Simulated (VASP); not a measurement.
# Ni in VASP: settings compared, part 2 of 2

VASP 6.6.1. The steps go on from the part before.

**4. Single point, PBE+D4+U, collinear spin, ferromagnetic start**

This run uses another cell than the first one, of 9.05 Å³/atom, 0.709 times its volume.

INCAR reads:

```
SYSTEM = Ni
PREC = Accurate
ENCUT = 590
EDIFF = 1E-6
ISMEAR = -5
SIGMA = 0.05
LREAL = .False.
LASPH = .True.
NELM = 200
ALGO = Normal
ISIF = 2
LWAVE = .False.
LCHARG = .False.
ISPIN = 2
MAGMOM = 1
LORBIT = 11
LMAXMIX = 4
LDAU = .True.
LDAUTYPE = 2
LDAUL = 2
LDAUU = 3.5
LDAUJ = 0
LDAUPRINT = 1
GGA = PE
IVDW = 13
NBANDS = 19
GGA_COMPAT = .False.
```

KPOINTS reads:

```
Automatic mesh
0
Gamma
  13 13 13
  0 0 0
```

POSCAR reads:

```
Ni
1.0
    0.0000000000      1.6539128650      1.6539128650
    1.6539128650      0.0000000000      1.6539128650
    1.6539128650      1.6539128650      0.0000000000
Ni
1
Direct
    0.0000000000      0.0000000000      0.0000000000
```

Potentials or basis: VASP PAW PBE potentials, release 64 (Ni_sv_GW).

Run with:

```sh
cat potpaw_PBE.64/Ni_sv_GW/POTCAR > POTCAR
mpirun -np 1 vasp_std > vasp.out
```

OUTCAR:

```text
SYSTEM = Ni
   PREC = Accurate
   ENCUT = 590
   EDIFF = 1E-6
   ISMEAR = -5
   LREAL = .False.
   LASPH = .True.
   NELM = 200
   ISIF = 2
   ISPIN = 2
   LORBIT = 11
   GGA = PE
   IVDW = 13

 ion  position               nearest neighbor table
   1  0.000  0.000  0.000-

  LATTYP: Found a face centered cubic cell.
 ALAT       =     3.3078257300

  Lattice vectors:

 A1 = (   0.0000000000,   1.6539128650,   1.6539128650)
 A2 = (   1.6539128650,   0.0000000000,   1.6539128650)
 A3 = (   1.6539128650,   1.6539128650,   0.0000000000)

Analysis of symmetry for initial positions (statically):
=====================================================================
 Subroutine PRICEL returns:
 Original cell was already a primitive cell.

 Routine SETGRP: Setting up the symmetry group for a
 face centered cubic supercell.

 Subroutine GETGRP returns: Found 48 space group operations
 (whereof 48 operations were pure point group operations)
 out of a pool of 48 trial point group operations.

The static configuration has the point symmetry O_h .

Analysis of symmetry for dynamics (positions and initial velocities):
=====================================================================
 Subroutine PRICEL returns:
 Original cell was already a primitive cell.

 Routine SETGRP: Setting up the symmetry group for a
 face centered cubic supercell.

 Subroutine GETGRP returns: Found 48 space group operations
 (whereof 48 operations were pure point group operations)
 out of a pool of 48 trial point group operations.

The dynamic configuration has the point symmetry O_h .

Analysis of structural, dynamic, and magnetic symmetry:
=====================================================================
 Subroutine PRICEL returns:
[... 179 lines left out ...]
  o =  0.8698  v =  0.0000 -0.6303  0.0000 -0.7763  0.0000  0.0000  0.0000  0.0000  0.0000  0.0000      0.0000  0.0000  0.0000  0.0000  0.0000  0.0000  0.0000  0.0000  0.0000  0.0000
  o =  0.8698  v =  1.0000  0.0000  0.0000  0.0000  0.0000  0.0000  0.0000  0.0000  0.0000  0.0000      0.0000  0.0000  0.0000  0.0000  0.0000  0.0000  0.0000  0.0000  0.0000  0.0000
  o =  0.8804  v =  0.0000 -0.0000  0.0637 -0.0000 -0.9980  0.0000  0.0000  0.0000  0.0000  0.0000      0.0000  0.0000  0.0000  0.0000  0.0000  0.0000  0.0000  0.0000  0.0000  0.0000
  o =  0.8804  v =  0.0000  0.0000  0.9980 -0.0000  0.0637  0.0000  0.0000  0.0000  0.0000  0.0000      0.0000  0.0000  0.0000  0.0000  0.0000  0.0000  0.0000  0.0000  0.0000  0.0000

 number of electron      17.9999999 magnetization       0.6933270

 Free energy of the ion-electron system (eV)
  ---------------------------------------------------
  ext. energy  EPLUGINS =         0.00000000
  ---------------------------------------------------
  free energy    TOTEN  =        -3.39170407 eV

  energy without entropy =       -3.39170407  energy(sigma->0) =       -3.39170407

 E-fermi :  10.2514     XC(G=0): -15.0594

 val. band max:       10.3599628304   @ k =  -0.4615   0.4615   0.0000
 cond. band min:      10.1277382341   @ k =   0.3846   0.0000   0.0000
 fundamental gap:     -0.2322245963
 Fermi energy:        10.2513991616

 spin component 1

 k-point     1 :       0.0000    0.0000    0.0000
  band No.  band energies     occupation
      1     -93.2280      1.00000
      2     -53.3930      1.00000
      3     -53.3930      1.00000
      4     -53.3930      1.00000
      5      -0.0169      1.00000
      6       6.4560      1.00000
[... 1049 lines left out ...]
     18      54.3427      0.00000
     19      63.8909      0.00000

 [... further k-points ...]

------------------------ aborting loop because EDIFF is reached ----------------------------------------

  DFT-D4 for vdW energy calculation

  Edisp (eV):   -0.53836

  FORCE on cell =-STRESS in cart. coord.  units (eV):
  Direction    XX          YY          ZZ          XY          YZ          ZX
  --------------------------------------------------------------------------------------
  -------------------------------------------------------------------------------------
  Total       2.35984     2.35984     2.35984     0.00000     0.00000    -0.00000
  in kB     417.85395   417.85395   417.85395     0.00000     0.00000    -0.00000
  external pressure =      417.85 kB  Pullay stress =        0.00 kB

 VOLUME and BASIS-vectors are now :
 -----------------------------------------------------------------------------
  energy-cutoff  :      590.00
  volume of cell :        9.05
      direct lattice vectors                 reciprocal lattice vectors
     0.000000000  1.653912865  1.653912865    -0.302313387  0.302313387  0.302313387
     1.653912865  0.000000000  1.653912865     0.302313387 -0.302313387  0.302313387
     1.653912865  1.653912865  0.000000000     0.302313387  0.302313387 -0.302313387

 POSITION                                       TOTAL-FORCE (eV/Angst)
 -----------------------------------------------------------------------------------
      0.00000      0.00000      0.00000        -0.000000      0.000000      0.000000
 -----------------------------------------------------------------------------------
    total drift:                                0.000000      0.000000      0.000000

  FREE ENERGIE OF THE ION-ELECTRON SYSTEM (eV)
  ---------------------------------------------------
  free  energy   TOTEN  =        -3.9300610020 eV

  energy  without entropy=       -3.9300610020  energy(sigma->0) =       -3.93006100

 total charge

# of ion       s       p       d       f       tot
--------------------------------------------------
    1        2.276   6.398   7.916   0.009  16.600

 magnetization (x)

# of ion       s       p       d       f       tot
--------------------------------------------------
    1       -0.005  -0.034   0.791  -0.000   0.751
```

OSZICAR:

```text
N       E                     dE             d eps       ncg     rms          rms(c)
DAV:   1     0.172801328511E+03    0.17280E+03   -0.88468E+03  9266   0.359E+03
DAV:   2     0.119074541293E+01   -0.17161E+03   -0.16128E+03  9903   0.804E+02
DAV:   3    -0.477423885476E+01   -0.59650E+01   -0.59151E+01  9990   0.187E+02
DAV:   4    -0.483264371785E+01   -0.58405E-01   -0.58385E-01 10103   0.104E+01
DAV:   5    -0.483325800981E+01   -0.61429E-03   -0.61424E-03  9326   0.824E-01    0.118E+01
DAV:   6    -0.387249109350E+01    0.96077E+00   -0.49452E+00  7319   0.213E+02    0.560E+00
DAV:   7    -0.341944400993E+01    0.45305E+00   -0.13379E+00  7434   0.976E+01    0.247E+00
DAV:   8    -0.338856608303E+01    0.30878E-01   -0.35612E-02 11381   0.115E+01    0.368E-01
DAV:   9    -0.339100843647E+01   -0.24424E-02   -0.12779E-03 10522   0.192E+00    0.150E-01
DAV:  10    -0.339139390630E+01   -0.38547E-03   -0.32061E-04  8670   0.128E+00    0.976E-02
DAV:  11    -0.339162515510E+01   -0.23125E-03   -0.92010E-05  8106   0.681E-01    0.307E-02
DAV:  12    -0.339168437075E+01   -0.59216E-04   -0.80711E-06 10069   0.175E-01    0.174E-02
DAV:  13    -0.339170189696E+01   -0.17526E-04   -0.12296E-06  6561   0.123E-01    0.516E-03
DAV:  14    -0.339170365613E+01   -0.17592E-05   -0.65705E-07  4368   0.585E-02    0.367E-03
DAV:  15    -0.339170407059E+01   -0.41446E-06   -0.30605E-07  4196   0.267E-02
   1 F= -.39300610E+01 E0= -.39300610E+01  d E =0.000000E+00  mag=     0.6933
```

stdout:

```text
POSCAR found type information on POSCAR Ni
 POSCAR found :  1 types and       1 ions
 scaLAPACK will be used
 LDA part: xc-table for (Slater+PW92), standard interpolation
 POSCAR, INCAR and KPOINTS ok, starting setup
 FFT: planning ... GRIDC
 FFT: planning ... GRID_SOFT
 FFT: planning ... GRID
 WAVECAR not read
 entering main loop
 -----------------------------------------------------------------------------
|                                                                             |
|           W    W    AA    RRRRR   N    N  II  N    N   GGGG   !!!           |
|           W    W   A  A   R    R  NN   N  II  NN   N  G    G  !!!           |
|           W    W  A    A  R    R  N N  N  II  N N  N  G       !!!           |
|           W WW W  AAAAAA  RRRRR   N  N N  II  N  N N  G  GGG   !            |
|           WW  WW  A    A  R   R   N   NN  II  N   NN  G    G                |
|           W    W  A    A  R    R  N    N  II  N    N   GGGG   !!!           |
|                                                                             |
|     Tetrahedron method does not include variations of the Fermi             |
|     occupations, so forces and stress will be inaccurate. We suggest        |
|     using a different smearing scheme ISMEAR = 1 or 2 for metals in         |
|     relaxations.                                                            |
|                                                                             |
 -----------------------------------------------------------------------------
```

Wall time 48 s (1 thread of Intel Xeon Platinum 8259CL at 2.50GHz (Skylake/Cascade Lake), shared host); peak memory 0.16 GiB.

Results:

- Free energy: -3.9301 eV
- Pressure: 41.8 GPa
- Net moment: 0.69 μB per cell
- Site moments: Ni +0.75 μB
- Valence electrons inside the program's atomic spheres: Ni 16.60
- Dispersion energy per atom: -0.538 eV

Eigenvalues of the final occupation matrices:
```csv
site,spin,trace,eigenvalues
site 1 d,1,4.37,0.87 0.87 0.87 0.88 0.88
site 1 d,2,3.58,0.64 0.64 0.64 0.83 0.83
```

Caveat: pairwise dispersion overbinds metals, which lowers pressure and volume; the U is typed as a test and isn't derived for this compound; tetrahedron occupations give inexact forces and stress in metals. The state reached can hang on the start; a lower one may exist.

**5. Single point, PBE+D4+U, collinear spin, ferromagnetic start**

This run uses another cell than the first one, of 8.68 Å³/atom, 0.680 times its volume.

INCAR reads:

```
SYSTEM = Ni
ALGO     = Normal         ! electronic algorithm
EDIFF    = 1E-6           ! SCF threshold, eV
ENCUT    = 590            ! plane-wave cutoff, eV
GGA      = PE             ! functional
GGA_COMPAT= .False.      
ISIF     = 2              ! what is computed and relaxed
ISMEAR   = -5             ! smearing method
ISPIN    = 2              ! spin polarisation
IVDW     = 13             ! dispersion correction
LASPH    = .True.         ! aspherical terms in the spheres
LCHARG   = .False.        ! write CHGCAR
LDAU     = .True.         ! DFT+U
LDAUJ    = 0            
LDAUL    = 2              ! shell
LDAUPRINT= 1            
LDAUTYPE = 2            
LDAUU    = 3.5            ! U, eV
LMAXMIX  = 4              ! l up to which the mixer works
LORBIT   = 11             ! projections on sites
LREAL    = .False.        ! projectors in reciprocal space
LWAVE    = .False.        ! write WAVECAR
MAGMOM   = 1              ! initial moments
NBANDS   = 19             ! bands
NELM     = 200            ! most SCF steps
PREC     = Accurate       ! precision mode
SIGMA    = 0.05           ! smearing width, eV
```

KPOINTS reads:

```
k-points
0
Gamma
  13 13 13
  0 0 0
```

POSCAR reads:

```
Ni
1.0
    0.0000000000      1.6310973596      1.6310973596
    1.6310973596      0.0000000000      1.6310973596
    1.6310973596      1.6310973596      0.0000000000
Ni
1
Direct
    0.0000000000      0.0000000000      0.0000000000
```

Run with:

```sh
cat potpaw_PBE.64/Ni_sv_GW/POTCAR > POTCAR
mpirun -np 1 vasp_std > vasp.out
```

It took 40 s on 1 thread of Intel Xeon Platinum 8259CL at 2.50GHz (Skylake/Cascade Lake), shared host; peak memory 0.16 GiB.

It converged, with:

```
Free energy                                           : -3.8012 eV
Pressure                                              : 59.9 GPa
Net moment                                            : 0.67 μB per cell
Site moments                                          : Ni +0.72 μB
Valence electrons inside the program's atomic spheres : Ni 16.66
Dispersion energy per atom                            : -0.559 eV
```

Levels at points of the mesh, in eV from the Fermi level:
Spin up:
| k point | band 5 | band 6 | band 7 | band 8 | band 9 | band 10 | band 11 | band 12 | band 13 | band 14 |
| --- | --- | --- | --- | --- | --- | --- | --- | --- | --- | --- |
| (0.00, 0.00, 0.00) | -10.56 | -3.89 | -3.89 | -3.89 | -2.20 | -2.20 | 25.50 | 31.27 | 31.27 | 31.27 |
Spin down:
```
           k point  band 7  band 8  band 9  band 10  band 11  band 12
(0.00, 0.00, 0.00)   -2.25   -2.25   -1.47    -1.47    25.21    31.16
```

Eigenvalues of the final occupation matrices:
```csv
site,spin,trace,eigenvalues
site 1 d,1,4.36,0.87 0.87 0.87 0.88 0.88
site 1 d,2,3.60,0.65 0.65 0.65 0.83 0.83
```

Caveat: pairwise dispersion overbinds metals, which lowers pressure and volume; the U is typed as a test and isn't derived for this compound; tetrahedron occupations give inexact forces and stress in metals. The state reached can hang on the start; a lower one may exist.

**6. Overview**

| task | level | potentials or basis | U | fixed moment (μB) | cell | k mesh | cutoff (eV) | smearing | second run | gap on the mesh (eV) | pressure (GPa) | moment (μB) |
| --- | --- | --- | --- | --- | --- | --- | --- | --- | --- | --- | --- | --- |
| single point | PBE+U | VASP PAW PBE potentials, release 64 (Ni) | Ni d U = 5.0 eV | 1.0 | a = 2.620 Å, angles 60.2°, 1 atom | 13 × 13 × 13 | 520 | gaussian 0.05 eV | - | - | -20.0 | 1.00 |
| vibrations by perturbation theory | PBEsol | VASP PAW PBE potentials, release 64 (Ni) | - | - | a = 2.457 Å, angles 60.0°, 1 atom | 12 × 12 × 12 | 520 | fermi-dirac 0.05 eV | - | - | - | 0.64 |
| single point | PBE+D4+U | VASP PAW PBE potentials, release 64 (Ni_sv_GW) | Ni d U = 3.5 eV | - | a = 2.339 Å, angles 60.0°, 1 atom | 13 × 13 × 13 | 590 | tetrahedron | valence_matched | none | 41.8 | 0.69 |
| single point | PBE+D4+U | VASP PAW PBE potentials, release 64 (Ni_sv_GW) | Ni d U = 3.5 eV | - | a = 2.307 Å, angles 60.0°, 1 atom | 13 × 13 × 13 | 590 | tetrahedron | valence_matched | none | 59.9 | 0.67 |

Alike in all rows: spin collinear, ferromagnetic start.

Caveats: the U is typed as a test and isn't derived for this compound (some runs); pairwise dispersion overbinds metals, which lowers pressure and volume (some runs); tetrahedron occupations give inexact forces and stress in metals (some runs); the total moment is fixed, so each spin has its own Fermi level (some runs); the PAW data sets were made with another functional, which shifts forces and pressure a little (some runs).

Total energies depend on the potentials used, so only differences within one code and one set of settings carry meaning.
